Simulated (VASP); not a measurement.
Set up this calculation in VASP 6.6.1, as the native input.

```yaml
Task: single point
Functional: PBEsol
Potentials_or_basis: VASP PAW PBE potentials, release 64 (Zr_sv)
Cutoff: 520 eV
k_mesh: 8 × 8 × 11
Occupations: fermi-dirac, width 0.1 eV
Spin: no spin polarisation
Dipole_correction: no
Further_INCAR_settings: ALGO = Normal; EDIFF = 1e-07; NBANDS = 25
```

The structure of Zr lies in POSCAR:

```
Zr
1.0
    4.8398398095      0.0000000000      0.0000000000
   -2.4199199048      4.1914242253      0.0000000000
    0.0000000000      0.0000000000      3.0219697710
Zr
3
Direct
    1.0000000000      0.0000000000      1.0000000000
    0.3333333333      0.6666666667      0.5000000000
    0.6666666667      0.3333333333      0.5000000000
```

This cell differs from its parent crystal: volume scaled by 0.92.

The input as run:

INCAR

```
ALGO = Normal
EDIFF = 1E-7
ENCUT = 520
GGA = PS
ISIF = 2
ISMEAR = -1
LASPH = True
LCHARG = False
LREAL = False
LWAVE = False
NBANDS = 25
NELM = 80
PREC = Accurate
SIGMA = 0.1
```

KPOINTS

```
k-points
0
Gamma
  8 8 11
```

Potentials or basis: VASP PAW PBE potentials, release 64 (Zr_sv).

Command:

```console
$ cat potpaw_PBE.64/Zr_sv/POTCAR > POTCAR
$ mpirun -np 1 vasp_std > vasp.out
```

It gave:

```
Pressure               : 9.9 GPa
Band gap on the k mesh : zero (band 18 reaches 10.61 eV, above the bottom of band 19 at 9.90 eV)
```

Caveat: the PAW data sets were made with another functional, which shifts forces and pressure a little.

It took 2.1 min on 1 thread of Intel Xeon 8259CL, on a shared host, peak memory 0.22 GiB.
